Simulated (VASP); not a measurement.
## B2Te3: relaxation of cell and atoms with PBE

The system is B2Te3.

```
B Te
1.0
     3.23913    0.00000    0.00000
    -1.61957    2.80517    0.00000
     0.00000    0.00000    7.85144
B Te
2 3
Direct
  0.33333 0.66667 0.50000
  0.66667 0.33333 0.50000
  0.37060 0.00000 0.00000
  0.00000 0.37060 0.00000
  0.62940 0.62940 0.00000
```

The cell was generated, and may not be a known phase.

```json
{
  "Program": "VASP 6.6.1",
  "Task": "relaxation of cell and atoms",
  "Functional": "PBE",
  "Potentials or basis": "VASP PAW PBE potentials, release 64 (B, Te)",
  "Cutoff": "600 eV",
  "k mesh": "6 × 6 × 2",
  "Occupations": "gaussian, width 0.1 eV",
  "Spin": "no spin polarisation",
  "Dipole correction": "no",
  "Further INCAR settings": "ALGO = Normal; EDIFF = 1e-06; IBRION = 2; EDIFFG = -0.04; NSW = 90; ISIF = 3"
}
```

```json
{"Relaxed volume": "24.27 Å³/atom", "Relaxed cell": "a = 5.813 Å, b = 5.813 Å, c = 4.146 Å, α = 90.00°, β = 90.00°, γ = 120.00°", "Space group after relaxing (to 0.1 Å)": "P-62m (No. 189)", "Pressure after relaxing": "0.0 GPa", "Largest force after relaxing": "0.006 eV/Å", "Band gap on the k mesh": "zero (bands 12 and 13 overlap by 1.08 eV)"}
```

Forces on the atoms (eV/Å):
```
B    0.000  0.000  0.000
B    0.000  0.000  0.000
Te  -0.006  0.000  0.000
Te   0.003 -0.005  0.000
Te   0.003  0.005  0.000
```

Final structure:
```
CELL_PARAMETERS angstrom
5.81309 0.00000 0.00000
-2.90655 5.03428 0.00000
0.00000 0.00000 4.14584
ATOMIC_POSITIONS crystal
B 0.33333 0.66667 0.50000
B 0.66667 0.33333 0.50000
Te 0.60468 0.00000 0.00000
Te 0.00000 0.60468 0.00000
Te 0.39532 0.39532 0.00000
```

Levels at points of the mesh, in eV from the Fermi level:
| k point | band 9 | band 10 | band 11 | band 12 | band 13 | band 14 | band 15 | band 16 |
| --- | --- | --- | --- | --- | --- | --- | --- | --- |
| (0.00, 0.00, 0.00) | -1.23 | -0.37 | -0.09 | -0.02 | -0.02 | 1.52 | 1.52 | 1.95 |
| (0.50, 0.00, 0.00) | -2.05 | -1.49 | -1.43 | -1.11 | -0.25 | 1.28 | 1.45 | 2.60 |
| (0.00, 0.00, 0.50) | -3.66 | -3.66 | -1.56 | 0.45 | 0.45 | 2.36 | 3.46 | 3.92 |
| (0.50, 0.00, 0.50) | -2.03 | -1.70 | -0.53 | -0.43 | 0.13 | 1.62 | 2.24 | 4.23 |

It took 29 min on 1 thread of Intel Xeon 8259CL, with other jobs on the host, peak memory 0.23 GiB.

Caveat: the k points lie up to 0.76 Å⁻¹ apart in the final cell, too coarse for converged energies and pressures of a metal; the volume moved by over 15 % at a fixed basis, so the end points are rough; spin-orbit coupling is left out, which moves the levels of the heavy elements.
